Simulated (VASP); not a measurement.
# TiAl3 (I4/mmm) in VASP: further runs

The runs below take TiAl3 through single point, with LDA.

Program: VASP 6.6.1. These are calculated values, not measurements. Logs are shortened: lines on timing, memory, paths and dates and some standing lists are left out, and cuts for length are marked.

**1. The cell of the first run**

The structure is tetragonal, space group I4/mmm (No. 139). Conventional cell: a = 3.944 Å, b = 3.944 Å, c = 8.620 Å, α = 90.00°, β = 90.00°, γ = 90.00°. Within 3.7 Å of Ti (site symmetry 4/mmm) lie 12 Al at 2.79 to 2.92 Å. Within 3.7 Å of Al (site symmetry 4/mmm) lie 4 Ti at 2.79 Å and 8 Al at 2.92 Å. Within 3.7 Å of Al (site symmetry -4m2) lie 8 Al at 2.79 to 2.92 Å and 4 Ti at 2.92 Å.

**2. Single point, LDA (16.76 Å³/atom)**

Input file INCAR:

```
PREC = Accurate
ENCUT = 520
EDIFF = 1E-6
ISMEAR = 0
SIGMA = 0.15
LREAL = F
LASPH = T
NELM = 80
ALGO = Fast
ISIF = 2
LWAVE = F
LCHARG = F
NBANDS = 18
```

Input file KPOINTS:

```
Automatic mesh
0
Gamma
  16 16 16
```

Input file POSCAR:

```
TiAl3
1.0
   -1.9717657862      1.9717657862      4.3100828321
    1.9717657862     -1.9717657862      4.3100828321
    1.9717657862      1.9717657862     -4.3100828321
Ti Al
1 3
Direct
    0.0000000000      0.0000000000      0.0000000000
    0.5000000000      0.5000000000      0.0000000000
    0.7500000000      0.2500000000      0.5000000000
    0.2500000000      0.7500000000      0.5000000000
```

Potentials or basis: VASP PAW LDA potentials, release 64 (Ti_sv, Al).

Launch:

```sh
$ cat potpaw_LDA.64/Ti_sv/POTCAR potpaw_LDA.64/Al/POTCAR > POTCAR
$ mpirun -np 1 vasp_std > vasp.out
```

OUTCAR:

```text
PREC = Accurate
   ENCUT = 520
   EDIFF = 1E-6
   ISMEAR = 0
   LREAL = F
   LASPH = T
   NELM = 80
   ISIF = 2

 ion  position               nearest neighbor table
   1  0.000  0.000  0.000-   2 2.79   2 2.79   2 2.79   2 2.79   4 2.92   3 2.92   4 2.92   4 2.92
                             3 2.92   3 2.92   4 2.92   3 2.92
   2  0.500  0.500  0.000-   1 2.79   1 2.79   1 2.79   1 2.79   4 2.92   3 2.92   4 2.92   3 2.92
                             4 2.92   4 2.92   3 2.92   3 2.92
   3  0.750  0.250  0.500-   4 2.79   4 2.79   4 2.79   4 2.79   2 2.92   1 2.92   2 2.92   1 2.92
                             2 2.92   2 2.92   1 2.92   1 2.92
   4  0.250  0.750  0.500-   3 2.79   3 2.79   3 2.79   3 2.79   2 2.92   1 2.92   2 2.92   2 2.92
                             1 2.92   1 2.92   2 2.92   1 2.92

  LATTYP: Found a body centered tetragonal cell.
 ALAT       =     3.9435315724
 C/A-ratio  =     2.1859000000

  Lattice vectors:

 A1 = (  -1.9717657862,   1.9717657862,   4.3100828321)
 A2 = (   1.9717657862,  -1.9717657862,   4.3100828321)
 A3 = (   1.9717657862,   1.9717657862,  -4.3100828321)

Analysis of symmetry for initial positions (statically):
=====================================================================
 Subroutine PRICEL returns:
 Original cell was already a primitive cell.

 Routine SETGRP: Setting up the symmetry group for a
 body centered tetragonal supercell.

 Subroutine GETGRP returns: Found 16 space group operations
 (whereof 16 operations were pure point group operations)
 out of a pool of 16 trial point group operations.

The static configuration has the point symmetry D_4h.

Analysis of symmetry for dynamics (positions and initial velocities):
=====================================================================
 Subroutine PRICEL returns:
 Original cell was already a primitive cell.

 Routine SETGRP: Setting up the symmetry group for a
 body centered tetragonal supercell.

 Subroutine GETGRP returns: Found 16 space group operations
 (whereof 16 operations were pure point group operations)
 out of a pool of 16 trial point group operations.

The dynamic configuration has the point symmetry D_4h.

 Subroutine INISYM returns: Found 16 space group operations
 (whereof 16 operations are pure point group operations),
 and found     1 'primitive' translations

----------------------------------------------------------------------------------------

[... 97 lines left out ...]
   LREAL  =      F    real-space projection
   EDIFFG = 0.1E-04   stopping-criterion for IOM
   NSW    =      0    number of steps for IOM
   IBRION =     -1    ionic relax: 0-MD 1-quasi-New 2-CG
   NFREE  =      0    steps in history (QN), initial steepest desc. (CG)
   ISIF   =      2    stress and relaxation
   ISYM   =      2    0-nonsym 1-usesym 2-fastsym
   POTIM  = 0.5000    time-step for ionic-motion
   TEBEG  =    0.0;   TEEND  =   0.0 temperature during run
   PSTRESS=    0.0 pullay stress
   NELECT =      21.0000    total number of electrons
   NUPDOWN=      -1.0000    fix difference up-down
   EMIN   =  10.00;   EMAX   =-10.00  energy-range for DOS
   EFERMI =   0.00;   METHOD = LEGACY
   ISMEAR =     0;   SIGMA  =   0.15  broadening in eV -4-tet -1-fermi 0-gaus
   EFERMI_NEDOS =   21; number of points for ismear=-14 and -15
   IALGO  =     68    algorithm
   IMIX   =      4    mixing-type and parameters
     AMIX     =   0.40;   BMIX     =  1.00
     AMIX_MAG =   1.60;   BMIX_MAG =  1.00
  volume/ion in A,a.u.               =      16.76       113.08
  Fermi-wavevector in a.u.,A,eV,Ry     =   1.111892  2.101171 16.820927  1.236303
  Thomas-Fermi vector in A             =   2.248460
   LORBIT       =      0    0 simple, 1 ext, 2 COOP (PROOUT), +10 PAW based schemes
   GGA     = CA    functional components
   LHFCALC =     F    Hartree Fock is set to
   AEXX    =    0.0000 exact exchange contribution
   IVDW    =     0    specifies the selected vdW correction
   LEPSILON=     F    determine dielectric tensor
   LRPA    =     F    only Hartree local field effects (RPA)
 non-spin polarized calculation
 RMM-DIIS sequential band-by-band and
 Gauss-broadening in eV      SIGMA  =   0.15
  energy-cutoff  :      520.00
  volume of cell :       67.03
 maximum number of plane-waves:      1836
 NGX is ok and might be reduce to    40
   NGX = 19   NGY = 19   NGZ = 19

 number of electron      21.0000002 magnetization

 Free energy of the ion-electron system (eV)
  ---------------------------------------------------
  ext. energy  EPLUGINS =         0.00000000
  ---------------------------------------------------
  free energy    TOTEN  =       -22.58153263 eV

  energy without entropy =      -22.55876379  energy(sigma->0) =      -22.57014821

 E-fermi :   7.4580     XC(G=0): -10.7065

 val. band max:        7.4572302096   @ k =  -0.1250   0.3125   0.1250
 cond. band min:       7.4628680113   @ k =  -0.1250  -0.3125   0.0625
 fundamental gap:      0.0056378017
 Fermi energy:         7.4579954231

 k-point     1 :       0.0000    0.0000    0.0000
  band No.  band energies     occupation
      1     -48.4825      2.00000
      2     -25.1751      2.00000
      3     -25.1751      2.00000
      4     -25.0841      2.00000
      5      -2.2612      2.00000
      6       4.8287      2.00000
[... 481 lines left out ...]
      5      -2.1850      2.00000
      6       4.8908      2.00000
[... 10 lines left out ...]
     17      11.1217      0.00000
     18      11.4475      0.00000

 [... further k-points ...]

------------------------ aborting loop because EDIFF is reached ----------------------------------------

  FORCE on cell =-STRESS in cart. coord.  units (eV):
  Direction    XX          YY          ZZ          XY          YZ          ZX
  --------------------------------------------------------------------------------------
  -------------------------------------------------------------------------------------
  Total       -4.6064457     -4.6064457     -2.7558360      0.0000000      0.0000000      0.0000000
  in kB     -110.1083549   -110.1083549    -65.8730365      0.0000000      0.0000000      0.0000000
  external PRESSURE =     -95.3632488 kB  Pullay stress =       0.0000000 kB

 VOLUME and BASIS-vectors are now :
 -----------------------------------------------------------------------------
  energy-cutoff  :      520.00
  volume of cell :       67.03
      direct lattice vectors                 reciprocal lattice vectors
    -1.971765786  1.971765786  4.310082832     0.000000000  0.253579813  0.116007051
     1.971765786 -1.971765786  4.310082832     0.253579813  0.000000000  0.116007051
     1.971765786  1.971765786 -4.310082832     0.253579813  0.253579813  0.000000000

 POSITION                                       TOTAL-FORCE (eV/Angst)
 -----------------------------------------------------------------------------------
      0.00000      0.00000      0.00000         0.000000     -0.000000      0.000000
      0.00000      0.00000      4.31008         0.000000     -0.000000      0.000000
     -0.00000      1.97177      2.15504         0.000000     -0.000000     -0.000000
      1.97177     -0.00000      2.15504        -0.000000      0.000000      0.000000
 -----------------------------------------------------------------------------------
    total drift:                               -0.000000     -0.000000     -0.000000

  FREE ENERGIE OF THE ION-ELECTRON SYSTEM (eV)
  ---------------------------------------------------
  free  energy   TOTEN  =       -22.5815326324 eV

  energy  without entropy=      -22.5587637929  energy(sigma->0) =      -22.57014821
```

stdout:

```text
POSCAR found type information on POSCAR TiAl
 POSCAR found :  2 types and       4 ions
 scaLAPACK will be used
 LDA part: xc-table for (Slater(with rela. corr.)+CA(PZ))
 , standard interpolation
 POSCAR, INCAR and KPOINTS ok, starting setup
 FFT: planning ... GRIDC
 FFT: planning ... GRID_SOFT
 FFT: planning ... GRID
 WAVECAR not read
 entering main loop
WARNING in EDDRMM: call to ZHEGV failed, returncode =   6  3     12
WARNING in EDDRMM: call to ZHEGV failed, returncode =   6  3     14
WARNING in EDDRMM: call to ZHEGV failed, returncode =   6  3      5
WARNING in EDDRMM: call to ZHEGV failed, returncode =   6  3      5
WARNING in EDDRMM: call to ZHEGV failed, returncode =   6  3     15
WARNING in EDDRMM: call to ZHEGV failed, returncode =   8  4     14
WARNING in EDDRMM: call to ZHEGV failed, returncode =   6  3      5
WARNING in EDDRMM: call to ZHEGV failed, returncode =   6  3      6
WARNING in EDDRMM: call to ZHEGV failed, returncode =   8  4     15
WARNING in EDDRMM: call to ZHEGV failed, returncode =   6  3      6
WARNING in EDDRMM: call to ZHEGV failed, returncode =   8  4      5
```

It took 38 min on 1 thread of Intel Xeon 8259CL, shared host; peak memory 0.51 GiB.

Results:

- Free energy: -22.5815 eV
- Pressure: -9.5 GPa
- Band gap on the k mesh: zero (an odd number of electrons rules out a gap without spin polarisation)

Caveat: the cell stands under tension.

**3. Single point, LDA (16.76 Å³/atom)**

Input file INCAR:

```
SYSTEM = TiAl3
PREC = Accurate
ENCUT = 520
EDIFF = 1E-7
ISMEAR = 0
SIGMA = 0.15
LREAL = .False.
LASPH = .True.
NELM = 60
ALGO = Fast
ISIF = 2
LWAVE = .False.
LCHARG = .False.
NBANDS = 18
```

Input file KPOINTS:

```
Automatic mesh
0
Gamma
  16 16 16
  0 0 0
```

Input file POSCAR:

```
TiAl3
1.0
   -1.9027474134      1.9027474134      4.6284330832
    1.9027474134     -1.9027474134      4.6284330832
    1.9027474134      1.9027474134     -4.6284330832
Ti Al
1 3
Direct
    0.0000000000      0.0000000000      0.0000000000
    0.5000000000      0.5000000000      0.0000000000
    0.7500000000      0.2500000000      0.5000000000
    0.2500000000      0.7500000000      0.5000000000
```

Potentials or basis: VASP PAW LDA potentials, release 64 (Ti_sv, Al).

Launch:

```sh
$ cat potpaw_LDA.64/Ti_sv/POTCAR potpaw_LDA.64/Al/POTCAR > POTCAR
$ mpirun -np 1 vasp_std > vasp.out
```

Wall time 52 min (1 thread of Intel Xeon 8259CL, shared host); peak memory 0.52 GiB.

Results (log left out):

- Free energy: -22.4707 eV
- Pressure: -8.6 GPa
- Band gap on the k mesh: zero (an odd number of electrons rules out a gap without spin polarisation)

Stress tensor (GPa, compression positive):
```
 -4.51   0.00   0.00
  0.00  -4.51   0.00
  0.00   0.00 -16.72
```

Levels at points of the mesh, in eV from the Fermi level:
```csv
k point,band 7,band 8,band 9,band 10,band 11,band 12,band 13,band 14,band 15,band 16
"(0.00, 0.00, 0.00)",-3.00,-1.17,-0.89,-0.89,0.86,2.06,2.06,2.39,2.40,2.94
"(0.50, 0.00, 0.00)",-3.52,-3.24,-0.80,-0.48,0.62,1.78,2.38,2.42,3.22,3.80
"(0.50, 0.50, 0.00)",-4.19,-3.59,-2.39,-2.33,-1.05,1.73,1.90,2.22,2.34,2.50
"(0.50, 0.50, 0.50)",-1.61,-0.49,-0.49,-0.31,0.73,0.73,0.92,2.92,4.23,4.74
```

Caveat: the stress differs along the axes, from -17 to -5 GPa.

**4. Single point, LDA (16.76 Å³/atom)**

Input file INCAR:

```
PREC = Accurate
ENCUT = 520
EDIFF = 1E-6
ISMEAR = 0
SIGMA = 0.15
LREAL = False
LASPH = True
NELM = 60
ALGO = Fast
ISIF = 2
LWAVE = False
LCHARG = False
GGA = CA
NBANDS = 18
```

Input file KPOINTS:

```
regular mesh
0
Gamma
  16 16 16
```

Input file POSCAR:

```
TiAl3
1.0
   -1.9893955472      1.9893955472      4.2340305431
    1.9893955472     -1.9893955472      4.2340305431
    1.9893955472      1.9893955472     -4.2340305431
Ti Al
1 3
Direct
    0.0000000000      0.0000000000      0.0000000000
    0.5000000000      0.5000000000      0.0000000000
    0.7500000000      0.2500000000      0.5000000000
    0.2500000000      0.7500000000      0.5000000000
```

Potentials or basis: VASP PAW LDA potentials, release 64 (Ti_sv, Al).

Launch:

```sh
$ cat potpaw_LDA.64/Ti_sv/POTCAR potpaw_LDA.64/Al/POTCAR > POTCAR
$ mpirun -np 1 vasp_std > vasp.out
```

OUTCAR:

```text
PREC = Accurate
   ENCUT = 520
   EDIFF = 1E-6
   ISMEAR = 0
   LREAL = False
   LASPH = True
   NELM = 60
   ISIF = 2
   GGA = CA

 ion  position               nearest neighbor table
   1  0.000  0.000  0.000-   2 2.81   2 2.81   2 2.81   2 2.81   4 2.91   3 2.91   4 2.91   4 2.91
                             3 2.91   3 2.91   4 2.91   3 2.91
   2  0.500  0.500  0.000-   1 2.81   1 2.81   1 2.81   1 2.81   4 2.91   3 2.91   4 2.91   3 2.91
                             4 2.91   4 2.91   3 2.91   3 2.91
   3  0.750  0.250  0.500-   4 2.81   4 2.81   4 2.81   4 2.81   2 2.91   1 2.91   2 2.91   1 2.91
[... 712 lines left out ...]
  -------------------------------------------------------------------------------------
  Total       -5.0946091     -5.0946091     -1.7051772      0.0000000      0.0000000      0.0000000
  in kB     -121.7769769   -121.7769769    -40.7590305      0.0000000      0.0000000      0.0000000
  external PRESSURE =     -94.7709947 kB  Pullay stress =       0.0000000 kB

 VOLUME and BASIS-vectors are now :
 -----------------------------------------------------------------------------
  energy-cutoff  :      520.00
  volume of cell :       67.03
      direct lattice vectors                 reciprocal lattice vectors
    -1.989395547  1.989395547  4.234030543     0.000000000  0.251332622  0.118090787
     1.989395547 -1.989395547  4.234030543     0.251332622  0.000000000  0.118090787
     1.989395547  1.989395547 -4.234030543     0.251332622  0.251332622  0.000000000

 POSITION                                       TOTAL-FORCE (eV/Angst)
 -----------------------------------------------------------------------------------
      0.00000      0.00000      0.00000         0.000000     -0.000000      0.000000
      0.00000      0.00000      4.23403         0.000000     -0.000000      0.000000
      0.00000      1.98940      2.11702         0.000000     -0.000000     -0.000000
      1.98940      0.00000      2.11702        -0.000000      0.000000      0.000000
 -----------------------------------------------------------------------------------
    total drift:                               -0.000000     -0.000000      0.000000

  FREE ENERGIE OF THE ION-ELECTRON SYSTEM (eV)
  ---------------------------------------------------
  free  energy   TOTEN  =       -22.5347468232 eV

  energy  without entropy=      -22.5097391857  energy(sigma->0) =      -22.52224300
```

stdout:

```text
POSCAR found type information on POSCAR TiAl
 POSCAR found :  2 types and       4 ions
 scaLAPACK will be used
 LDA part: xc-table for (Slater(with rela. corr.)+CA(PZ))
 , standard interpolation
 POSCAR, INCAR and KPOINTS ok, starting setup
 FFT: planning ... GRIDC
 FFT: planning ... GRID_SOFT
 FFT: planning ... GRID
 WAVECAR not read
 entering main loop
WARNING in EDDRMM: call to ZHEGV failed, returncode =   6  3     12
WARNING in EDDRMM: call to ZHEGV failed, returncode =   8  4     17
WARNING in EDDRMM: call to ZHEGV failed, returncode =   6  3     16
WARNING in EDDRMM: call to ZHEGV failed, returncode =   8  4     16
WARNING in EDDRMM: call to ZHEGV failed, returncode =   8  4     13
WARNING in EDDRMM: call to ZHEGV failed, returncode =   8  4     16
WARNING in EDDRMM: call to ZHEGV failed, returncode =   6  3      7
WARNING in EDDRMM: call to ZHEGV failed, returncode =   8  4     14
WARNING in EDDRMM: call to ZHEGV failed, returncode =   8  4     17
WARNING in EDDRMM: call to ZHEGV failed, returncode =   8  4     11
WARNING in EDDRMM: call to ZHEGV failed, returncode =   6  3     17
WARNING in EDDRMM: call to ZHEGV failed, returncode =   6  3     15
WARNING in EDDRMM: call to ZHEGV failed, returncode =   6  3      7
WARNING in EDDRMM: call to ZHEGV failed, returncode =   6  3      8
```

It took 45 min on 1 thread of Intel Xeon 8259CL, shared host; peak memory 0.51 GiB.

What came out:

```yaml
Free_energy: -22.5347 eV
Pressure: -9.5 GPa
Band_gap_on_the_k_mesh: zero (an odd number of electrons rules out a gap without spin polarisation)
```

Stress tensor (GPa, compression positive):
```
-12.18   0.00   0.00
  0.00 -12.18   0.00
  0.00   0.00  -4.08
```

Levels at points of the mesh, in eV from the Fermi level:
```
           k point  band 7  band 8  band 9  band 10  band 11  band 12  band 13  band 14  band 15  band 16
(0.00, 0.00, 0.00)   -2.13   -1.38   -1.32    -1.32     0.69     1.41     1.41     1.68     2.23     3.59
(0.50, 0.00, 0.00)   -3.34   -2.73   -1.16    -0.13     0.36     1.46     1.76     2.52     2.63     4.16
(0.50, 0.50, 0.00)   -4.35   -3.51   -2.69    -2.05    -0.81     1.45     1.59     2.64     2.92     2.97
(0.50, 0.50, 0.50)   -2.15   -1.17   -1.17    -0.21     0.61     0.61     0.83     2.93     4.02     5.77
```

Caveat: the stress differs along the axes, from -12 to -4 GPa.

**5. Single point, LDA (16.76 Å³/atom)**

Input file INCAR:

```
PREC     = Accurate       # precision mode
ENCUT    = 520            # plane-wave cutoff, eV
EDIFF    = 1E-6           # SCF threshold, eV
ISMEAR   = 0              # smearing method
SIGMA    = 0.15           # smearing width, eV
LREAL    = F              # projectors in reciprocal space
LASPH    = T              # aspherical terms in the spheres
NELM     = 100            # most SCF steps
ALGO     = Fast           # electronic algorithm
ISIF     = 2              # what is computed and relaxed
LWAVE    = F              # write WAVECAR
LCHARG   = F              # write CHGCAR
GGA      = CA             # functional
NBANDS   = 18             # bands
```

KPOINTS is that of step 4.

Input file POSCAR:

```
TiAl3
1.0
   -1.9197605920      1.9197605920      4.5467609860
    1.9197605920     -1.9197605920      4.5467609860
    1.9197605920      1.9197605920     -4.5467609860
Ti Al
1 3
Direct
    0.0000000000      0.0000000000      0.0000000000
    0.5000000000      0.5000000000      0.0000000000
    0.7500000000      0.2500000000      0.5000000000
    0.2500000000      0.7500000000      0.5000000000
```

Launch:

```sh
$ cat potpaw_LDA.64/Ti_sv/POTCAR potpaw_LDA.64/Al/POTCAR > POTCAR
$ mpirun -np 1 vasp_std > vasp.out
```

Run time: 39 min. Hardware: 1 thread of Intel Xeon 8259CL, shared host; peak memory 0.51 GiB.

It converged, with:

```
Free energy            : -22.5455 eV
Pressure               : -9.0 GPa
Band gap on the k mesh : zero (an odd number of electrons rules out a gap without spin polarisation)
```

Stress tensor (GPa, compression positive):
```
 -6.41   0.00   0.00
  0.00  -6.41   0.00
  0.00   0.00 -14.29
```

Levels at points of the mesh, in eV from the Fermi level:
| k point | band 7 | band 8 | band 9 | band 10 | band 11 | band 12 | band 13 | band 14 | band 15 | band 16 |
| --- | --- | --- | --- | --- | --- | --- | --- | --- | --- | --- |
| (0.00, 0.00, 0.00) | -2.83 | -1.20 | -0.97 | -0.97 | 0.84 | 1.92 | 1.92 | 2.25 | 2.36 | 3.10 |
| (0.50, 0.00, 0.00) | -3.49 | -3.15 | -0.86 | -0.39 | 0.56 | 1.73 | 2.26 | 2.46 | 3.33 | 3.75 |
| (0.50, 0.50, 0.00) | -4.22 | -3.57 | -2.45 | -2.27 | -1.01 | 1.69 | 1.85 | 2.34 | 2.53 | 2.55 |
| (0.50, 0.50, 0.50) | -1.70 | -0.62 | -0.62 | -0.25 | 0.70 | 0.70 | 0.91 | 2.95 | 4.19 | 5.12 |

Caveat: the stress differs along the axes, from -14 to -6 GPa.

**6. Summary**

```csv
cell,further INCAR settings,gap on the mesh (eV),pressure (GPa)
"a = 5.133 Å, angles 134.8, 134.8, 65.8°, 4 atoms",ALGO = Fast; EDIFF = 1e-06; NBANDS = 18,none,-9.5
"a = 5.354 Å, angles 138.4, 138.4, 60.3°, 4 atoms",ALGO = Fast; EDIFF = 1e-07; NBANDS = 18,none,-8.6
"a = 5.084 Å, angles 133.9, 133.9, 67.2°, 4 atoms",ALGO = Fast; EDIFF = 1e-06; NBANDS = 18,none,-9.5
"a = 5.296 Å, angles 137.5, 137.5, 61.7°, 4 atoms",ALGO = Fast; EDIFF = 1e-06; NBANDS = 18,none,-9.0
```

Alike in all rows: task single point; level LDA; potentials or basis VASP PAW LDA potentials, release 64 (Ti_sv, Al); no spin polarisation; k mesh 16 × 16 × 16; cutoff (eV) 520; smearing gaussian 0.15 eV.

Caveats: the cell stands under tension (at least some runs); the stress differs along the axes, from -17 to -5 GPa (at least some runs); the stress differs along the axes, from -12 to -4 GPa (at least some runs); the stress differs along the axes, from -14 to -6 GPa (at least some runs).

Total energies depend on the potentials used, so only differences within one code and one set of settings carry meaning.
